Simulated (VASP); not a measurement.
# Fe (Fm-3m) in VASP: notebook

Fe is run at these levels: PBEsol; tasks: single point.

Everything below comes from runs of VASP 6.6.1. Logs are shortened: lines on timing, memory, paths and dates and some standing lists are left out, and cuts for length are marked.

### Step 1. The cell of the first run

The structure is cubic, space group Fm-3m (No. 225). The conventional cell has a = 3.583 Å, b = 3.583 Å, c = 3.583 Å, α = 90.00°, β = 90.00°, γ = 90.00°. Within 3.3 Å of Fe (site symmetry m-3m) lie 12 Fe at 2.53 Å.

### Step 2. Single point, PBEsol, collinear spin, zero start

File INCAR:

```
SYSTEM = Fe
PREC = Accurate ; ENCUT = 520
EDIFF = 1E-7 ; ISMEAR = -1
SIGMA = 0.1 ; LREAL = .FALSE.
LASPH = .TRUE. ; NELM = 150
ALGO = Normal ; ISIF = 2
LWAVE = .FALSE. ; LCHARG = .FALSE.
ISPIN = 2 ; MAGMOM = 0 0
LORBIT = 11 ; LMAXMIX = 4
GGA = PS ; NBANDS = 19
```

File KPOINTS:

```
Automatic mesh
0
G
  6 12 12
  0 0 0
```

File POSCAR:

```
Fe
1.0
    0.0000000000      3.5830000000      3.5830000000
    1.7915000000      0.0000000000      1.7915000000
    1.7915000000      1.7915000000      0.0000000000
Fe
2
Direct
    0.0000000000      0.0000000000      0.0000000000
    0.5000000000      0.0000000000      0.0000000000
```

Potentials or basis: VASP PAW PBE potentials, release 64 (Fe).

Command:

```sh
cat potpaw_PBE.64/Fe/POTCAR > POTCAR
mpirun -np 1 vasp_std > vasp.out
```

OUTCAR:

```text
SYSTEM = Fe
   PREC = Accurate
   ENCUT = 520
   EDIFF = 1E-7
   ISMEAR = -1
   LREAL = .FALSE.
   LASPH = .TRUE.
   NELM = 150
   ISIF = 2
   ISPIN = 2
   LORBIT = 11
   GGA = PS

 ion  position               nearest neighbor table
   1  0.000  0.000  0.000-   2 2.53   2 2.53   2 2.53   2 2.53   2 2.53   2 2.53
   2  0.500  0.000  0.000-   1 2.53   1 2.53   1 2.53   1 2.53   1 2.53   1 2.53

  LATTYP: Found a trigonal (rhomboedric) cell.
 ALAT       =     4.3882608742
 COS(alpha) =     0.8333333333

  Lattice vectors:

 A1 = (   1.7915000000,  -1.7915000000,  -3.5830000000)
 A2 = (   3.5830000000,  -1.7915000000,  -1.7915000000)
 A3 = (   1.7915000000,  -3.5830000000,  -1.7915000000)

Analysis of symmetry for initial positions (statically):
=====================================================================
 Subroutine PRICEL returns following result:

  LATTYP: Found a face centered cubic cell.
 ALAT       =     3.5830000000

  Lattice vectors:

 A1 = (   0.0000000000,   1.7915000000,   1.7915000000)
 A2 = (   1.7915000000,   0.0000000000,   1.7915000000)
 A3 = (   1.7915000000,   1.7915000000,   0.0000000000)

   2 primitive cells build up your supercell.

 Routine SETGRP: Setting up the symmetry group for a
 trigonal (rhombohedral) supercell.

 Subroutine GETGRP returns: Found 12 space group operations
 (whereof 12 operations were pure point group operations)
 out of a pool of 12 trial point group operations.

The static configuration has the point symmetry D_3d.

Analysis of symmetry for dynamics (positions and initial velocities):
=====================================================================
 Subroutine PRICEL returns following result:

  LATTYP: Found a face centered cubic cell.
 ALAT       =     3.5830000000

  Lattice vectors:

 A1 = (   0.0000000000,   1.7915000000,   1.7915000000)
 A2 = (   1.7915000000,   0.0000000000,   1.7915000000)
 A3 = (   1.7915000000,   1.7915000000,   0.0000000000)

   2 primitive cells build up your supercell.

 Routine SETGRP: Setting up the symmetry group for a
 trigonal (rhombohedral) supercell.

 Subroutine GETGRP returns: Found 12 space group operations
 (whereof 12 operations were pure point group operations)
 out of a pool of 12 trial point group operations.

The dynamic configuration has the point symmetry D_3d.

Analysis of structural, dynamic, and magnetic symmetry:
=====================================================================
 Subroutine PRICEL returns following result:

  LATTYP: Found a face centered cubic cell.
 ALAT       =     3.5830000000

  Lattice vectors:

 A1 = (   0.0000000000,   1.7915000000,   1.7915000000)
 A2 = (   1.7915000000,   0.0000000000,   1.7915000000)
 A3 = (   1.7915000000,   1.7915000000,   0.0000000000)

   2 primitive cells build up your supercell.

 Routine SETGRP: Setting up the symmetry group for a
 trigonal (rhombohedral) supercell.

 Subroutine GETGRP returns: Found 12 space group operations
 (whereof 12 operations were pure point group operations)
 out of a pool of 12 trial point group operations.

The overall configuration has the point symmetry D_3d.

 Subroutine INISYM returns: Found 12 space group operations
 (whereof 12 operations are pure point group operations),
 and found     2 'primitive' translations

----------------------------------------------------------------------------------------

                                     Primitive cell

  volume of cell :      11.4995

  direct lattice vectors                    reciprocal lattice vectors
     0.000000000  1.791500000  1.791500000    -0.279095730  0.279095730  0.279095730
     1.791500000  0.000000000  1.791500000     0.279095730 -0.279095730  0.279095730
     1.791500000  1.791500000  0.000000000     0.279095730  0.279095730 -0.279095730

  length of vectors
     2.533563597  2.533563597  2.533563597     0.483407984  0.483407984  0.483407984

  position of ions in fractional coordinates (direct lattice)
     0.000000000  0.000000000  0.000000000

  ion indices of the primitive-cell ions
   primitive index   ion index
                 1           1

----------------------------------------------------------------------------------------

 KPOINTS: Automatic mesh

Automatic generation of k-mesh.
 Grid dimensions read from file:
 generate k-points for:    6   12   12

 Generating k-lattice:

  Cartesian coordinates                     Fractional coordinates (reciprocal lattice)
    -0.023257977  0.023257977  0.023257977     0.166666667  0.000000000  0.000000000
     0.023257977 -0.023257977  0.023257977     0.000000000  0.083333333  0.000000000
     0.023257977  0.023257977 -0.023257977     0.000000000  0.000000000  0.083333333

  Length of vectors
     0.040283999  0.040283999  0.040283999

  Shift w.r.t. Gamma in fractional coordinates (k-lattice)
     0.000000000  0.000000000  0.000000000

 -----------------------------------------------------------------------------
|                                                                             |
|           W    W    AA    RRRRR   N    N  II  N    N   GGGG   !!!           |
|           W    W   A  A   R    R  NN   N  II  NN   N  G    G  !!!           |
|           W    W  A    A  R    R  N N  N  II  N N  N  G       !!!           |
|           W WW W  AAAAAA  RRRRR   N  N N  II  N  N N  G  GGG   !            |
|           WW  WW  A    A  R   R   N   NN  II  N   NN  G    G                |
|           W    W  A    A  R    R  N    N  II  N    N   GGGG   !!!           |
|                                                                             |
|     Your reciprocal lattice and k-lattice belong to different lattice       |
|     classes:                                                                |
|                                                                             |
|        The reciprocal lattice is rhombohedral (trigonal),                   |
|        whereas your k-lattice is body-centered cubic.                       |
|                                                                             |
|     Results are often still useful ...                                      |
|                                                                             |
 -----------------------------------------------------------------------------

 Subroutine IBZKPT returns following result:
 ===========================================

 Found     98 irreducible k-points:

 Following reciprocal coordinates:
            Coordinates               Weight
  0.000000  0.000000  0.000000      1.000000
  0.166667  0.000000  0.000000      2.000000
  0.333333  0.000000  0.000000      2.000000
  0.500000  0.000000  0.000000      1.000000
  0.000000  0.083333  0.000000      6.000000
  0.166667  0.083333  0.000000      6.000000
[... 16 lines left out ...]
  0.000000  0.333333  0.000000      6.000000
  0.166667  0.333333  0.000000      6.000000
 [... further k-points ...]
   k-points           NKPTS =     98   k-points in BZ     NKDIM =     98   number of bands    NBANDS=     19
   number of dos      NEDOS =    301   number of ions     NIONS =      2
   total plane-waves  NPLWV =  16000
   dimension x,y,z NGX =    40 NGY =   20 NGZ =   20
   dimension x,y,z NGXF=    80 NGYF=   40 NGZF=   40
   ions per type =               2
   NGX,Y,Z   is equivalent  to a cutoff of  13.12, 13.12, 13.12 a.u.
   NGXF,Y,Z  is equivalent  to a cutoff of  26.25, 26.25, 26.25 a.u.
 SYSTEM =  Fe
   PREC   = accura    normal or accurate (medium, high low for compatibility)
   ISTART =      0    job   : 0-new  1-cont  2-samecut
   ICHARG =      2    charge: 1-file 2-atom 10-const
   ISPIN  =      2    spin polarized calculation?
   LNONCOLLINEAR =      F non collinear calculations
   LSORBIT =      F    spin-orbit coupling
   LASPH  =      T    aspherical Exc in radial PAW
   ENCUT  =  520.0 eV  38.22 Ry    6.18 a.u.   9.42  4.71  4.71*2*pi/ulx,y,z
   NELM   =    150;   NELMIN=  2; NELMDL= -5     # of ELM steps
   EDIFF  = 0.1E-06   stopping-criterion for ELM
   LREAL  =      F    real-space projection
   EDIFFG = 0.1E-05   stopping-criterion for IOM
   NSW    =      0    number of steps for IOM
   IBRION =     -1    ionic relax: 0-MD 1-quasi-New 2-CG
   NFREE  =      0    steps in history (QN), initial steepest desc. (CG)
   ISIF   =      2    stress and relaxation
   ISYM   =      2    0-nonsym 1-usesym 2-fastsym
   POTIM  = 0.5000    time-step for ionic-motion
   TEBEG  =    0.0;   TEEND  =   0.0 temperature during run
   PSTRESS=    0.0 pullay stress
   NELECT =      16.0000    total number of electrons
   NUPDOWN=      -1.0000    fix difference up-down
   EMIN   =  10.00;   EMAX   =-10.00  energy-range for DOS
   EFERMI =   0.00;   METHOD = LEGACY
   ISMEAR =    -1;   SIGMA  =   0.10  broadening in eV -4-tet -1-fermi 0-gaus
   EFERMI_NEDOS =   21; number of points for ismear=-14 and -15
   IALGO  =     38    algorithm
   IMIX   =      4    mixing-type and parameters
     AMIX     =   0.40;   BMIX     =  1.00
     AMIX_MAG =   1.60;   BMIX_MAG =  1.00
  volume/ion in A,a.u.               =      11.50        77.60
  Fermi-wavevector in a.u.,A,eV,Ry     =   1.450590  2.741218 28.629534  2.104211
  Thomas-Fermi vector in A             =   2.568185
   LORBIT       =     11    0 simple, 1 ext, 2 COOP (PROOUT), +10 PAW based schemes
   GGA     = PS    functional components
   LHFCALC =     F    Hartree Fock is set to
   AEXX    =    0.0000 exact exchange contribution
   IVDW    =     0    specifies the selected vdW correction
   LEPSILON=     F    determine dielectric tensor
   LRPA    =     F    only Hartree local field effects (RPA)
 spin polarized calculation
  energy-cutoff  :      520.00
  volume of cell :       23.00
 maximum number of plane-waves:       636
 NGX is ok and might be reduce to    40
   NGX = 19   NGY =  9   NGZ =  9

 number of electron      16.0000000 magnetization       0.0000000

 number of electron      15.9999997 magnetization      -0.0001385

 Free energy of the ion-electron system (eV)
  ---------------------------------------------------
  ext. energy  EPLUGINS =         0.00000000
  ---------------------------------------------------
  free energy    TOTEN  =       -17.36686108 eV

  energy without entropy =      -17.24051448  energy(sigma->0) =      -17.30368778

 E-fermi :   5.4124     XC(G=0): -13.2575

 val. band max:        5.3965717478   @ k =   0.1667   0.0833   0.0000
 cond. band min:       5.4267412387   @ k =   0.3333   0.4167   0.0000
 fundamental gap:      0.0301694908
 Fermi energy:         5.4123936512

 spin component 1

 k-point     1 :       0.0000    0.0000    0.0000
  band No.  band energies     occupation
      1      -2.8079      1.00000
      2       1.1638      1.00000
      3       3.9529      1.00000
      4       3.9529      1.00000
      5       4.0237      1.00000
      6       4.0237      1.00000
[... 11 lines left out ...]
     18      32.3753      0.00000
     19      32.3755      0.00000

 k-point     2 :       0.1667    0.0000    0.0000
  band No.  band energies     occupation
      1      -2.5391      1.00000
      2       1.0476      1.00000
      3       3.9331      1.00000
      4       4.0045      1.00000
      5       4.0045      1.00000
      6       4.0947      1.00000
[... 476 lines left out ...]
 k-point    24 :       0.1667    0.3333    0.0000
  band No.  band energies     occupation
      1       0.3416      1.00000
      2       2.0102      1.00000
      3       2.4087      1.00000
      4       3.4652      1.00000
      5       4.0968      1.00000
      6       4.2584      0.99999
[... 11 lines left out ...]
     18      27.0116      0.00000
     19      27.9494      0.00000

 [... further k-points ...]

 spin component 2

 k-point     1 :       0.0000    0.0000    0.0000
  band No.  band energies     occupation
      1      -2.8079      1.00000
      2       1.1638      1.00000
      3       3.9528      1.00000
      4       3.9528      1.00000
      5       4.0236      1.00000
      6       4.0236      1.00000
[... 11 lines left out ...]
     18      32.3754      0.00000
     19      32.3864      0.00000

 k-point     2 :       0.1667    0.0000    0.0000
  band No.  band energies     occupation
      1      -2.5391      1.00000
      2       1.0476      1.00000
      3       3.9331      1.00000
      4       4.0044      1.00000
      5       4.0044      1.00000
      6       4.0946      1.00000
[... 476 lines left out ...]
 k-point    24 :       0.1667    0.3333    0.0000
  band No.  band energies     occupation
      1       0.3416      1.00000
      2       2.0101      1.00000
      3       2.4087      1.00000
      4       3.4652      1.00000
      5       4.0967      1.00000
      6       4.2584      0.99999
[... 11 lines left out ...]
     18      27.0116      0.00000
     19      27.9494      0.00000

 [... further k-points ...]
[... 5 lines left out ...]
  --------------------------------------------------------------------------------------
  -------------------------------------------------------------------------------------
  Total       -4.8479863     -4.8479863     -4.8479863      0.0000006     -0.0000006      0.0000006
  in kB     -337.7236960   -337.7236960   -337.7236960      0.0000386     -0.0000386      0.0000386
  external PRESSURE =    -337.7236960 kB  Pullay stress =       0.0000000 kB

 VOLUME and BASIS-vectors are now :
 -----------------------------------------------------------------------------
  energy-cutoff  :      520.00
  volume of cell :       23.00
      direct lattice vectors                 reciprocal lattice vectors
     0.000000000  3.583000000  3.583000000    -0.139547865  0.139547865  0.139547865
     1.791500000  0.000000000  1.791500000     0.279095730 -0.279095730  0.279095730
     1.791500000  1.791500000  0.000000000     0.279095730  0.279095730 -0.279095730

 POSITION                                       TOTAL-FORCE (eV/Angst)
 -----------------------------------------------------------------------------------
      0.00000      0.00000      0.00000         0.000000      0.000000      0.000000
      0.00000      1.79150      1.79150        -0.000000     -0.000000     -0.000000
 -----------------------------------------------------------------------------------
    total drift:                               -0.000000     -0.000000     -0.000000

  FREE ENERGIE OF THE ION-ELECTRON SYSTEM (eV)
  ---------------------------------------------------
  free  energy   TOTEN  =       -17.3668610764 eV

  energy  without entropy=      -17.2405144834  energy(sigma->0) =      -17.30368778

 total charge

# of ion       s       p       d       tot
------------------------------------------
    1        0.483   0.524   6.230   7.237
    2        0.483   0.524   6.230   7.237
--------------------------------------------------
tot          0.967   1.047  12.460  14.473

 magnetization (x)

# of ion       s       p       d       tot
------------------------------------------
    1        0.000   0.000  -0.000  -0.000
    2        0.000   0.000  -0.000  -0.000
--------------------------------------------------
tot          0.000   0.000  -0.000  -0.000
```

It took 31 s on 1 thread of Intel Xeon 6975P-C (Granite Rapids), shared host; peak memory 0.19 GiB.

Results:

- Free energy: -17.3669 eV
- Pressure: -33.8 GPa
- Band gap on the k mesh: zero (filled and empty bands overlap)
- Net moment: 0.00 μB per cell
- Valence electrons inside the program's atomic spheres: Fe 7.24

Levels at points of the mesh, in eV from the Fermi level:
Spin up:
| k point | band 4 | band 5 | band 6 | band 7 | band 8 | band 9 | band 10 | band 11 | band 12 | band 13 |
| --- | --- | --- | --- | --- | --- | --- | --- | --- | --- | --- |
| (0.00, 0.00, 0.00) | -1.46 | -1.39 | -1.39 | -1.39 | -0.07 | -0.07 | 0.19 | 0.83 | 0.83 | 7.22 |
| (0.50, 0.00, 0.00) | -1.85 | -1.15 | -1.15 | -1.15 | -1.15 | 0.04 | 0.04 | 0.04 | 0.04 | 14.99 |
| (0.00, 0.50, 0.00) | -1.46 | -1.46 | 0.19 | 0.80 | 0.83 | 0.83 | 1.06 | 1.06 | 2.94 | 7.22 |
| (0.50, 0.50, 0.00) | -2.76 | -1.43 | -1.43 | -0.41 | -0.41 | 0.89 | 0.89 | 3.44 | 3.44 | 9.42 |
Spin down:
```csv
k point,band 5,band 6,band 7,band 8,band 9,band 10,band 11,band 12
"(0.00, 0.00, 0.00)",-1.39,-1.39,-1.39,-0.07,-0.07,0.19,0.83,0.83
"(0.50, 0.00, 0.00)",-1.15,-1.15,-1.15,-1.15,0.04,0.04,0.04,0.04
"(0.00, 0.50, 0.00)",-1.46,0.19,0.80,0.83,0.83,1.06,1.06,2.94
"(0.50, 0.50, 0.00)",-1.43,-1.43,-0.41,-0.41,0.89,0.89,3.44,3.44
```

Caveat: the PAW data sets were made with another functional, which shifts forces and pressure a little.

### Step 3. Single point, PBEsol, collinear spin, ferromagnetic start

File INCAR:

```
PREC = Accurate ; ENCUT = 520
EDIFF = 1E-6 ; ISMEAR = -1
SIGMA = 0.1 ; LREAL = False
LASPH = True ; NELM = 150
ALGO = Normal ; ISIF = 2
LWAVE = False ; LCHARG = False
ISPIN = 2 ; MAGMOM = 4 4
LORBIT = 11 ; LMAXMIX = 4
GGA = PS ; NBANDS = 19
```

File KPOINTS:

```
regular mesh
0
Gamma
  6 12 12
```

POSCAR is that of step 2.

Potentials or basis: VASP PAW PBE potentials, release 64 (Fe).

Command:

```sh
cat potpaw_PBE.64/Fe/POTCAR > POTCAR
mpirun -np 1 vasp_std > vasp.out
```

It took 32 s on 1 thread of Intel Xeon 6975P-C (Granite Rapids), shared host; peak memory 0.19 GiB.

It converged, with:

- Free energy: -17.5035 eV
- Pressure: -6.8 GPa
- Net moment: 4.53 μB per cell
- Site moments: Fe +2.25 μB
- Valence electrons inside the program's atomic spheres: Fe 7.25

Levels at points of the mesh, in eV from the Fermi level:
Spin up:
| k point | band 7 | band 8 | band 9 | band 10 | band 11 | band 12 | band 13 | band 14 |
| --- | --- | --- | --- | --- | --- | --- | --- | --- |
| (0.00, 0.00, 0.00) | -2.28 | -1.21 | -1.21 | -0.21 | -0.21 | -0.12 | 6.53 | 20.79 |
| (0.50, 0.00, 0.00) | -2.11 | -2.11 | -1.03 | -1.03 | -1.03 | -1.03 | 14.53 | 14.53 |
| (0.00, 0.50, 0.00) | -0.21 | -0.21 | -0.12 | 0.09 | 0.09 | 2.61 | 6.53 | 9.79 |
| (0.50, 0.50, 0.00) | -1.45 | -1.45 | -0.14 | -0.14 | 2.75 | 2.75 | 8.89 | 8.89 |
Spin down:
```tsv
k point	band 3	band 4	band 5	band 6	band 7	band 8	band 9	band 10
(0.00, 0.00, 0.00)	-0.25	-0.25	-0.25	-0.24	-0.24	0.12	1.40	1.40
(0.50, 0.00, 0.00)	-0.91	-0.91	0.05	0.05	0.05	0.05	1.45	1.45
(0.00, 0.50, 0.00)	-2.70	-0.24	-0.24	0.12	2.26	2.26	2.36	2.42
(0.50, 0.50, 0.00)	-1.95	-1.95	-0.53	-0.53	0.91	0.91	2.32	2.32
```

Caveat: the PAW data sets were made with another functional, which shifts forces and pressure a little.

(Continued in part 2 of 2.)
